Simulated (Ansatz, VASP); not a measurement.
## Be2H3: VASP beside Ansatz

```
CELL_PARAMETERS angstrom
3.12946 0.00000 0.00000
-1.56473 2.71019 0.00000
0.00000 0.00000 3.77853
ATOMIC_POSITIONS crystal
Be 0.33333 0.66667 0.13800
Be 0.66667 0.33333 0.86200
H 0.00000 0.00000 0.00000
H 0.33333 0.66667 0.62500
H 0.66667 0.33333 0.37500
```

Alike in both runs: task relaxation of cell and atoms; functional PBE; k mesh 6 × 6 × 4; occupations gaussian, width 0.1 eV; no spin polarisation.

```csv
,VASP,Ansatz
version,VASP 6.6.1,Ansatz 0.2.0
potentials or method,"VASP PAW PBE potentials, release 64 (Be, H), cutoff 600 eV","scalar-relativistic, plane waves, PAW"
valence electrons in the cell,7,7
```

Ansatz gave:

```
gap on the k mesh at the Fermi level, each at its own relaxed structure (eV) : none
relaxed volume (Å³/atom)                                                     : 6.01
relaxed cell length with the largest relative difference (Å)                 : 5.723
```

Task: Estimate VASP's values.

Result: gap on the k mesh at the Fermi level, each at its own relaxed structure (eV): none; relaxed volume (Å³/atom): 5.80; relaxed cell length with the largest relative difference (Å): 5.538.

A gap of «none» marks a metal or a gap that the smearing closes.

The k mesh is coarse, so the values compare programs but aren't converged.
